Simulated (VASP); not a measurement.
Wanted: the native input for a VASP 6.6.1 run.

| Property | Result |
| --- | --- |
| Task | single point |
| Functional | PBE |
| Potentials or basis | VASP PAW PBE potentials, release 64 (Bi_d, S) |
| Cutoff | 520 eV |
| k mesh | 7 × 7 × 7 |
| Occupations | gaussian, width 0.023 eV |
| Spin | no spin polarisation |
| Dipole correction | no |
| Further INCAR settings | ALGO = Normal; EDIFF = 1e-06; NBANDS = 18 |

The structure of BiS lies in POSCAR:

```
BiS
1.0
    4.0029443400      0.0000000000      0.0000000000
    0.0000000000      4.0029443400      0.0000000000
    0.0000000000      0.0000000000      4.0029443400
Bi S
1 1
Direct
    0.5000000000      0.5000000000      0.5000000000
    0.0000000000      0.0000000000      0.0000000000
```

One way to write it, as run:

INCAR

```
SYSTEM = BiS
  ALGO = Normal
  EDIFF = 1E-6
  ENCUT = 520
  GGA = PE
  ISIF = 2
  ISMEAR = 0
  LASPH = .TRUE.
  LCHARG = .FALSE.
  LREAL = .FALSE.
  LWAVE = .FALSE.
  NBANDS = 18
  NELM = 60
  PREC = Accurate
  SIGMA = 0.023
```

KPOINTS

```
k-points
0
G
  7 7 7
  0 0 0
```

Potentials or basis: VASP PAW PBE potentials, release 64 (Bi_d, S).

Run with:

```sh
$ cat potpaw_PBE.64/Bi_d/POTCAR potpaw_PBE.64/S/POTCAR > POTCAR
$ mpirun -np 1 vasp_std > vasp.out
```

Results of the run:

* Pressure: -11.0 GPa

Wall time 8.3 s on 1 thread of Intel(R) Xeon(R) 6975P-C (Granite Rapids), with other jobs on the host, peak memory 0.17 GiB.
